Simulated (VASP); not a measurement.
A run of VASP 6.6.1:

INCAR

```
ALGO = Normal
EDIFF = 1E-6
ENCUT = 520
GGA = PE
ISIF = 2
ISMEAR = 0
LASPH = True
LCHARG = False
LDAU = True
LDAUJ = 0 0
LDAUL = 2 -1
LDAUPRINT = 1
LDAUTYPE = 2
LDAUU = 4 0
LMAXMIX = 4
LREAL = False
LWAVE = False
NBANDS = 33
NELM = 150
PREC = Accurate
SIGMA = 0.05
```

File KPOINTS:

```
k-points
0
Gamma
  6 6 10
```

File POSCAR:

```
TiO2
1.0
    4.6403824120      0.0000000000      0.0000000000
    0.0000000000      4.6403824120      0.0000000000
    0.0000000000      0.0000000000      3.0063836717
Ti O
2 4
Direct
    0.0000000000      0.0000000000      0.0055588151
    0.5000000000      0.5000000000      0.5055588151
    0.3056475955      0.3056475955     -0.0083156386
    0.1943524045      0.8056475955      0.4916843614
    0.6943524045      0.6943524045     -0.0083156386
    0.8056475955      0.1943524045      0.4916843614
```

Potentials or basis: VASP PAW PBE potentials, release 64 (Ti_sv, O).

The run is started by

```console
$ cat potpaw_PBE.64/Ti_sv/POTCAR potpaw_PBE.64/O/POTCAR > POTCAR
$ mpirun -np 1 vasp_std > vasp.out
```

Hardware: 1 thread of Intel Xeon 8259CL (shared host).

Q: Estimate the wall time of this run.

A: It took 2.5 min on 1 thread of Intel Xeon 8259CL (shared host), peak memory 0.24 GiB. Counts: scf iterations 16, k points 60.
